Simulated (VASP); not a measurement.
Here is a VASP 6.6.1 calculation.

The input INCAR:

```
ALGO = Normal
EDIFF = 1E-6
ENCUT = 840
GGA = CA
GGA_COMPAT = F
ISIF = 2
ISMEAR = 0
LASPH = T
LCHARG = F
LREAL = F
LWAVE = F
NBANDS = 42
NELM = 120
PREC = Accurate
SIGMA = 0.05
```

KPOINTS

```
k-points
0
Gamma
  6 6 6
```

File POSCAR:

```
MgO
1.0
    4.1607146133      0.0000000000      0.0000000000
    0.0000000000     -4.1607146133      0.0000000000
    0.0000000000      0.0000000000     -4.1607146133
Mg O
4 4
Direct
   -0.0883731667      1.0883731667      1.0749871186
    0.5000000000      0.5000000000      1.0000000000
    0.5000000000      1.0000000000      0.5000000000
    0.0000000000      0.5000000000      0.5000000000
    0.5000000000      0.0000000000      0.0000000000
    0.0000000000      0.5000000000      0.0000000000
    0.0000000000      0.0000000000      0.5000000000
    0.5000000000      0.5000000000      0.5000000000
```

Potentials or basis: VASP PAW LDA potentials, release 64 (Mg_sv, O).

Run with:

```bash
$ cat potpaw_LDA.64/Mg_sv/POTCAR potpaw_LDA.64/O/POTCAR > POTCAR
$ mpirun -np 1 vasp_std > vasp.out
```

Problem. What does it give for the band gap on the k mesh?

Solution. 4.89 eV.

Problem. Predict the largest force.

Solution. 6.669 eV/Å.

Forces in eV/Å, atoms in the order of the input:
```
Mg   4.259  4.259  2.861
Mg  -1.290 -1.290  0.392
Mg  -1.170  0.423 -1.066
Mg   0.423 -1.170 -1.066
O   -1.999 -0.103 -0.076
O   -0.103 -1.999 -0.076
O   -0.295 -0.295 -1.129
O    0.175  0.175  0.162
```

Caveat: the cell differs from its parent crystal (atom 1 (Mg) moved by -0.520 Å along [1 1 0] and -0.312 Å along [0 0 1]); forces of over 1 eV/Å act on the atoms, so gaps and moduli don't describe the material at rest.
